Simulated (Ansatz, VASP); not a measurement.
AlN in VASP and in Ansatz

```xyz
2
Lattice="0.0000 2.0189 2.0189 2.0701 0.0000 2.0189 2.0701 2.0189 0.0000" Properties=species:S:1:pos:R:3 pbc="T T T"
Al    0.0000    0.0000    0.0000
N     2.0701    2.0189    2.0189
```

Change from the starting cell: uniaxial_x strain +2.5%.

Alike in both runs: task single point; functional r2SCAN; k mesh 10 × 10 × 10; no spin polarisation.

|  | VASP | Ansatz |
| --- | --- | --- |
| version | VASP 6.6.1 | Ansatz 0.2.0 |
| potentials or method | VASP PAW PBE potentials, release 64 (Al, N) | plane waves, PAW |
| plane-wave cutoff (eV) | 520 | 500 |
| occupations | gaussian, width 0.01 eV | fixed |
| valence electrons in the cell | 8 | 8 |

VASP gave:

* gap on the k mesh at the Fermi level (eV): 5.09
* pressure (GPa): -7.1
* traceless stress, the component that is largest in VASP (GPa): -3.96

Question: Estimate Ansatz's values.

Answer: gap on the k mesh at the Fermi level (eV): 5.08; pressure (GPa): -6.3; traceless stress, the component that is largest in VASP (GPa): -3.89.

VASP's potentials were made for PBE, not for r2SCAN.
